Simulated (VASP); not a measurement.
A run of VASP 6.6.1:

INCAR

```
SYSTEM = Ni
PREC = Accurate ; ENCUT = 520
EDIFF = 1E-7 ; ISMEAR = 0
SIGMA = 0.1 ; LREAL = .False.
LASPH = .True. ; NELM = 150
ALGO = Normal ; ISIF = 2
LWAVE = .False. ; LCHARG = .False.
ISPIN = 2 ; MAGMOM = 0.4 0.4
LORBIT = 11 ; LMAXMIX = 4
GGA = PE ; ISYM = 0
NBANDS = 21
```

Contents of KPOINTS:

```
regular mesh
0
Gamma
  13 8 11
  0 0 0
```

Contents of POSCAR:

```
Ni
1.0
    0.0000000000     -1.7677500000     -1.7677500000
   -3.5355000000     -1.7677500000     -1.7677500000
    0.0000000000      1.7677500000     -1.7677500000
Ni
2
Direct
    0.0000000000      0.0000000000      0.0000000000
    0.0000000000      0.5000000000      0.5000000000
```

Potentials or basis: VASP PAW PBE potentials, release 64 (Ni).

The run is started by

```console
$ cat potpaw_PBE.64/Ni/POTCAR > POTCAR
$ mpirun -np 1 vasp_std > vasp.out
```

Hardware: 1 thread of Intel(R) Xeon(R) Platinum 8488C (Sapphire Rapids), with other jobs on the host.

Question: How long does it take, and how much memory?

Answer: It took 5.5 min on 1 thread of Intel(R) Xeon(R) Platinum 8488C (Sapphire Rapids), with other jobs on the host, peak memory 0.44 GiB. Counts: scf iterations 16, k points 573.
